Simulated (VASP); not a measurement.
**SiTe4H: single point with PBE**

Crystal: SiTe4H.

```
Si Te H
1.0
     7.48309    0.00000    0.00000
     0.00000    7.48309    0.00000
     0.00000    0.00000    3.13010
Si Te H
1 4 1
Direct
  0.00000 0.00000 0.00000
  0.19298 0.50000 0.50000
  0.80702 0.50000 0.50000
  0.50000 0.80702 0.50000
  0.50000 0.19298 0.50000
  0.50000 0.50000 0.50000
```

```
Program                : VASP 6.6.1
Task                   : single point
Functional             : PBE
Potentials or basis    : VASP PAW PBE potentials, release 64 (Si, Te, H)
Cutoff                 : 520 eV
k mesh                 : 4 × 4 × 4
Occupations            : gaussian, width 0.1 eV
Spin                   : no spin polarisation
Dipole correction      : no
Further INCAR settings : ALGO = Normal; EDIFF = 1e-07; NBANDS = 24
```

```yaml
Pressure: 0.2 GPa
```

Stress tensor (GPa, compression positive):
```
 0.24  0.00  0.00
 0.00  0.24  0.00
 0.00  0.00 -0.01
```

Levels at points of the mesh, in eV from the Fermi level:
```
           k point  band 10  band 11  band 12  band 13  band 14  band 15  band 16  band 17  band 18  band 19
(0.00, 0.00, 0.00)    -2.17    -0.58    -0.58     0.19     0.81     1.12     1.12     2.01     3.08     3.76
(0.50, 0.00, 0.00)    -2.07    -0.89    -0.83    -0.78     0.33     0.74     2.29     2.57     3.49     3.76
(0.50, 0.50, 0.00)    -1.69    -1.69    -1.58     0.10     0.10     2.58     2.58     2.98     3.13     3.71
(0.00, 0.00, 0.50)    -3.81    -2.40    -1.93    -1.41    -1.41    -0.53     0.74     0.74     1.48     1.89
(0.50, 0.00, 0.50)    -3.55    -3.30    -2.57    -2.50    -0.33    -0.23     0.59     0.60     0.99     1.28
(0.50, 0.50, 0.50)    -3.33    -3.16    -3.16    -2.97    -1.73     0.26     0.69     0.69     1.03     1.03
```

It took 120 s on 1 thread of Oxide Virtual Turin-like Processor, on a shared host, peak memory 0.25 GiB.

Caveat: the k points lie up to 0.50 Å⁻¹ apart; spin-orbit coupling is left out, which moves the levels of the heavy elements.
